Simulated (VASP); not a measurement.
# Cr (P6_3/mmc) in VASP: single point with r2SCAN

Aim: the single point of Cr with r2SCAN.

Program: VASP 6.6.1. These are calculated values, not measurements. Logs are shortened: lines on timing, memory, paths and dates and some standing lists are left out, and cuts for length are marked.

**1. The cell of the first run**

It takes space group P6_3/mmc (No. 194, hexagonal). Conventional cell: a = 2.585 Å, b = 2.585 Å, c = 8.183 Å, α = 90.00°, β = 90.00°, γ = 120.00°. Within 2.8 Å of Cr (site symmetry 3m) lie 10 Cr at 2.09 to 2.59 Å.

This isn't the form of Cr at room conditions, which is bcc.

**2. Single point, r2SCAN**

Input file POSCAR:

```
Cr
1.0
    2.5852652528      0.0000000000      0.0000000000
   -1.2926326264      2.2389053844      0.0000000000
    0.0000000000      0.0000000000      8.1825857152
Cr
4
Direct
    0.3333333333      0.6666666667      0.3774188450
    0.6666666667      0.3333333333      0.8774188450
    0.6666666667      0.3333333333      0.6225811550
    0.3333333333      0.6666666667      0.1225811550
```

Input file INCAR.step1:

```
PREC = Accurate ; ENCUT = 770
ISMEAR = 0 ; SIGMA = 0.1
LREAL = False ; LASPH = True
NELM = 120 ; NBANDS = 36
GGA = PE ; ALGO = Normal
EDIFF = 1E-5 ; LWAVE = True
LCHARG = False ; GGA_COMPAT = False
```

Input file INCAR.step2:

```
PREC = Accurate ; ENCUT = 770
EDIFF = 1E-6 ; ISMEAR = 0
SIGMA = 0.1 ; LREAL = False
LASPH = True ; NELM = 120
ALGO = Normal ; ISIF = 2
LWAVE = False ; LCHARG = True
METAGGA = R2SCAN ; LMIXTAU = True
LELF = True ; LVHAR = True
NBANDS = 36 ; ISTART = 1
GGA_COMPAT = False
```

Input file KPOINTS:

```
Automatic mesh
0
Gamma
  9 9 2
```

Potentials or basis: VASP PAW PBE potentials, release 64 (Cr_sv).

Started as:

```bash
> cat potpaw_PBE.64/Cr_sv/POTCAR > POTCAR
> cp INCAR.step1 INCAR
> mpirun -np 1 vasp_std > vasp.out
> cp INCAR.step2 INCAR
> mpirun -np 1 vasp_std > vasp.out
```

OUTCAR:

```text
PREC = Accurate
   ENCUT = 770
   EDIFF = 1E-6
   ISMEAR = 0
   LREAL = False
   LASPH = True
   NELM = 120
   ISIF = 2
   METAGGA = R2SCAN
   ISTART = 1

 ion  position               nearest neighbor table
   1  0.333  0.667  0.377-   4 2.09   3 2.50   3 2.50   3 2.50
   2  0.667  0.333  0.877-   3 2.09   4 2.50   4 2.50   4 2.50
   3  0.667  0.333  0.623-   2 2.09   1 2.50   1 2.50   1 2.50
   4  0.333  0.667  0.123-   1 2.09   2 2.50   2 2.50   2 2.50

  LATTYP: Found a hexagonal cell.
 ALAT       =     2.5852652528
 C/A-ratio  =     3.1650855580

  Lattice vectors:

 A1 = (   2.5852652528,   0.0000000000,   0.0000000000)
 A2 = (  -1.2926326264,   2.2389053844,   0.0000000000)
 A3 = (   0.0000000000,   0.0000000000,   8.1825857152)

Analysis of symmetry for initial positions (statically):
=====================================================================
 Subroutine PRICEL returns:
 Original cell was already a primitive cell.

 Routine SETGRP: Setting up the symmetry group for a
 hexagonal supercell.

 Subroutine GETGRP returns: Found 24 space group operations
 (whereof 12 operations were pure point group operations)
 out of a pool of 24 trial point group operations.

The static configuration has the point symmetry D_3d.
 The point group associated with its full space group is D_6h.

Analysis of symmetry for dynamics (positions and initial velocities):
=====================================================================
 Subroutine PRICEL returns:
 Original cell was already a primitive cell.

 Routine SETGRP: Setting up the symmetry group for a
 hexagonal supercell.

 Subroutine GETGRP returns: Found 24 space group operations
 (whereof 12 operations were pure point group operations)
 out of a pool of 24 trial point group operations.

The dynamic configuration has the point symmetry D_3d.
 The point group associated with its full space group is D_6h.

 Subroutine INISYM returns: Found 24 space group operations
 (whereof 12 operations are pure point group operations),
 and found     1 'primitive' translations

----------------------------------------------------------------------------------------

                                     Primitive cell

  volume of cell :      47.3622

  direct lattice vectors                    reciprocal lattice vectors
     2.585265253  0.000000000  0.000000000     0.386807504  0.223323417  0.000000000
    -1.292632626  2.238905384  0.000000000     0.000000000  0.446646833  0.000000000
     0.000000000  0.000000000  8.182585715     0.000000000  0.000000000  0.122210758

  length of vectors
     2.585265253  2.585265253  8.182585715     0.446646833  0.446646833  0.122210758

  position of ions in fractional coordinates (direct lattice)
     0.333333333  0.666666667  0.377418845
     0.666666667  0.333333333  0.877418845
     0.666666667  0.333333333  0.622581155
     0.333333333  0.666666667  0.122581155

  ion indices of the primitive-cell ions
   primitive index   ion index
                 1           1
                 2           2
                 3           3
                 4           4

----------------------------------------------------------------------------------------

 KPOINTS: Automatic mesh

Automatic generation of k-mesh.
 Grid dimensions read from file:
 generate k-points for:    9    9    2

 Generating k-lattice:

  Cartesian coordinates                     Fractional coordinates (reciprocal lattice)
     0.042978612  0.024813713  0.000000000     0.111111111  0.000000000  0.000000000
     0.000000000  0.049627426  0.000000000     0.000000000  0.111111111  0.000000000
     0.000000000  0.000000000  0.061105379     0.000000000  0.000000000  0.500000000

  Length of vectors
     0.049627426  0.049627426  0.061105379

  Shift w.r.t. Gamma in fractional coordinates (k-lattice)
     0.000000000  0.000000000  0.000000000

 Subroutine IBZKPT returns following result:
 ===========================================

 Found     24 irreducible k-points:

 Following reciprocal coordinates:
            Coordinates               Weight
  0.000000  0.000000  0.000000      1.000000
  0.111111  0.000000  0.000000      6.000000
  0.222222  0.000000  0.000000      6.000000
  0.333333  0.000000  0.000000      6.000000
  0.444444  0.000000  0.000000      6.000000
  0.111111  0.111111  0.000000      6.000000
[... 16 lines left out ...]
  0.333333  0.222222  0.500000     12.000000
  0.333333  0.333333  0.500000      2.000000
   k-points           NKPTS =     24   k-points in BZ     NKDIM =     24   number of bands    NBANDS=     36
   number of dos      NEDOS =    301   number of ions     NIONS =      4
   total plane-waves  NPLWV =  46080
   dimension x,y,z NGX =    24 NGY =   24 NGZ =   80
   dimension x,y,z NGXF=    48 NGYF=   48 NGZF=  160
   ions per type =               4
   NGX,Y,Z   is equivalent  to a cutoff of  15.43, 15.43, 16.25 a.u.
   NGXF,Y,Z  is equivalent  to a cutoff of  30.87, 30.87, 32.51 a.u.
 SYSTEM =  unknown system
   PREC   = accura    normal or accurate (medium, high low for compatibility)
   ISTART =      1    job   : 0-new  1-cont  2-samecut
   ICHARG =      0    charge: 1-file 2-atom 10-const
   ISPIN  =      1    spin polarized calculation?
   LNONCOLLINEAR =      F non collinear calculations
   LSORBIT =      F    spin-orbit coupling
   LASPH  =      T    aspherical Exc in radial PAW
   ENCUT  =  770.0 eV  56.59 Ry    7.52 a.u.   5.85  5.85 18.51*2*pi/ulx,y,z
   NELM   =    120;   NELMIN=  2; NELMDL=  0     # of ELM steps
   EDIFF  = 0.1E-05   stopping-criterion for ELM
   LREAL  =      F    real-space projection
[... 7 lines left out ...]
   TEBEG  =    0.0;   TEEND  =   0.0 temperature during run
   PSTRESS=    0.0 pullay stress
   NELECT =      56.0000    total number of electrons
   NUPDOWN=      -1.0000    fix difference up-down
   EMIN   =  10.00;   EMAX   =-10.00  energy-range for DOS
   EFERMI =   0.00;   METHOD = LEGACY
   ISMEAR =     0;   SIGMA  =   0.10  broadening in eV -4-tet -1-fermi 0-gaus
   EFERMI_NEDOS =   21; number of points for ismear=-14 and -15
   IALGO  =     38    algorithm
   IMIX   =      4    mixing-type and parameters
     AMIX     =   0.40;   BMIX     =  1.00
     AMIX_MAG =   1.60;   BMIX_MAG =  1.00
  volume/ion in A,a.u.               =      11.84        79.90
  Fermi-wavevector in a.u.,A,eV,Ry     =   1.731119  3.271341 40.773593  2.996775
  Thomas-Fermi vector in A             =   2.805546
   LORBIT       =      0    0 simple, 1 ext, 2 COOP (PROOUT), +10 PAW based schemes
   METAGGA = R2SCAN    functional components
   LHFCALC =     F    Hartree Fock is set to
   AEXX    =    0.0000 exact exchange contribution
   IVDW    =     0    specifies the selected vdW correction
   LEPSILON=     F    determine dielectric tensor
   LRPA    =     F    only Hartree local field effects (RPA)
 non-spin polarized calculation
 Gauss-broadening in eV      SIGMA  =   0.10
  energy-cutoff  :      770.00
  volume of cell :       47.36
 maximum number of plane-waves:      2322
 NGX is ok and might be reduce to    24
   NGX = 11   NGY = 11   NGZ = 37

 number of electron      55.9999968 magnetization

 Free energy of the ion-electron system (eV)
  ---------------------------------------------------
  ext. energy  EPLUGINS =         0.00000000
  ---------------------------------------------------
  free energy    TOTEN  =       -56.51410970 eV

  energy without entropy =      -56.48763859  energy(sigma->0) =      -56.50087414

 E-fermi :  13.5652     XC(G=0): -14.6672

 val. band max:       13.5437633256   @ k =   0.2222   0.0000   0.5000
 cond. band min:      13.5895606868   @ k =   0.1111   0.0000   0.0000
 fundamental gap:      0.0457973612
 Fermi energy:        13.5652284621

 k-point     1 :       0.0000    0.0000    0.0000
  band No.  band energies     occupation
      1     -61.0454      2.00000
      2     -60.9303      2.00000
      3     -60.7795      2.00000
      4     -60.6593      2.00000
      5     -32.0036      2.00000
      6     -31.4934      2.00000
[... 28 lines left out ...]
     35      14.4802      0.00000
     36      14.4802      0.00000

 k-point     2 :       0.1111    0.0000    0.0000
  band No.  band energies     occupation
      1     -61.0294      2.00000
      2     -60.9204      2.00000
      3     -60.7641      2.00000
      4     -60.6503      2.00000
      5     -31.9783      2.00000
      6     -31.4988      2.00000
[... 28 lines left out ...]
     35      14.5404      0.00000
     36      15.3885      0.00000

 k-point     3 :       0.2222    0.0000    0.0000
  band No.  band energies     occupation
      1     -60.9876      2.00000
      2     -60.8960      2.00000
      3     -60.7240      2.00000
      4     -60.6284      2.00000
      5     -31.9121      2.00000
      6     -31.5208      2.00000
[... 28 lines left out ...]
     35      14.7144      0.00000
     36      15.0951      0.00000

 k-point     4 :       0.3333    0.0000    0.0000
  band No.  band energies     occupation
      1     -60.9371      2.00000
      2     -60.8709      2.00000
      3     -60.6753      2.00000
      4     -60.6062      2.00000
      5     -31.8313      2.00000
      6     -31.5699      2.00000
[... 28 lines left out ...]
     35      15.3307      0.00000
     36      15.5402      0.00000

 k-point     5 :       0.4444    0.0000    0.0000
  band No.  band energies     occupation
      1     -60.9002      2.00000
      2     -60.8582      2.00000
      3     -60.6394      2.00000
      4     -60.5956      2.00000
      5     -31.7725      2.00000
      6     -31.6288      2.00000
[... 655 lines left out ...]
 k-point    22 :       0.2222    0.2222    0.5000
  band No.  band energies     occupation
      1     -60.8900      2.00000
      2     -60.8900      2.00000
      3     -60.6225      2.00000
      4     -60.6225      2.00000
      5     -31.6851      2.00000
      6     -31.6851      2.00000
[... 28 lines left out ...]
     35      16.1995      0.00000
     36      16.1995      0.00000

 k-point    23 :       0.3333    0.2222    0.5000
  band No.  band energies     occupation
      1     -60.8690      2.00000
      2     -60.8690      2.00000
      3     -60.6066      2.00000
      4     -60.6066      2.00000
      5     -31.6649      2.00000
      6     -31.6649      2.00000
[... 28 lines left out ...]
     35      16.4957      0.00000
     36      16.4957      0.00000

 k-point    24 :       0.3333    0.3333    0.5000
  band No.  band energies     occupation
      1     -60.8617      2.00000
      2     -60.8617      2.00000
      3     -60.6011      2.00000
      4     -60.6011      2.00000
      5     -31.6552      2.00000
      6     -31.6552      2.00000
[... 28 lines left out ...]
     35      16.4701      0.00000
     36      16.4701      0.00000

------------------------ aborting loop because EDIFF is reached ----------------------------------------

  FORCE on cell =-STRESS in cart. coord.  units (eV):
  Direction    XX          YY          ZZ          XY          YZ          ZX
  --------------------------------------------------------------------------------------
  -------------------------------------------------------------------------------------
  Total       -0.1949004     -0.1949004     -0.1360251      0.0000000      0.0000000      0.0000000
  in kB       -6.5931335     -6.5931335     -4.6014865      0.0000000      0.0000000      0.0000000
  external PRESSURE =      -5.9292511 kB  Pullay stress =       0.0000000 kB

 VOLUME and BASIS-vectors are now :
 -----------------------------------------------------------------------------
  energy-cutoff  :      770.00
  volume of cell :       47.36
      direct lattice vectors                 reciprocal lattice vectors
     2.585265253  0.000000000  0.000000000     0.386807504  0.223323417  0.000000000
    -1.292632626  2.238905384  0.000000000     0.000000000  0.446646833  0.000000000
     0.000000000  0.000000000  8.182585715     0.000000000  0.000000000  0.122210758

 POSITION                                       TOTAL-FORCE (eV/Angst)
 -----------------------------------------------------------------------------------
     -0.00000      1.49260      3.08826        -0.000000      0.000000      0.055544
      1.29263      0.74630      7.17955        -0.000000     -0.000000      0.055544
      1.29263      0.74630      5.09432         0.000000     -0.000000     -0.055544
     -0.00000      1.49260      1.00303        -0.000000      0.000000     -0.055544
 -----------------------------------------------------------------------------------
    total drift:                                0.000000     -0.000000      0.000000

  FREE ENERGIE OF THE ION-ELECTRON SYSTEM (eV)
  ---------------------------------------------------
  free  energy   TOTEN  =       -56.5141096962 eV

  energy  without entropy=      -56.4876385867  energy(sigma->0) =      -56.50087414
```

Run time: 1.9 min. Hardware: 1 thread of Intel Xeon 6975P-C (Granite Rapids), shared host; peak memory 0.23 GiB.

Results:

| Property | Result |
| --- | --- |
| Free energy | -56.5141 eV |
| Pressure | -0.6 GPa |
| Largest force | 0.056 eV/Å |
| Band gap on the k mesh | zero (bands 28 and 29 overlap by 0.86 eV) |

Forces on the atoms (eV/Å):
```
Cr   0.000  0.000  0.056
Cr   0.000  0.000  0.056
Cr   0.000  0.000 -0.056
Cr   0.000  0.000 -0.056
```

Caveat: the k points lie up to 0.38 Å⁻¹ apart, too coarse for converged energies and pressures of a metal; the PAW data sets were made with another functional, which shifts forces and pressure a little; the run has no spin polarisation, though such a crystal can be magnetic.

The gap in the log of VASP goes by the Fermi energy; the results here count the filled bands.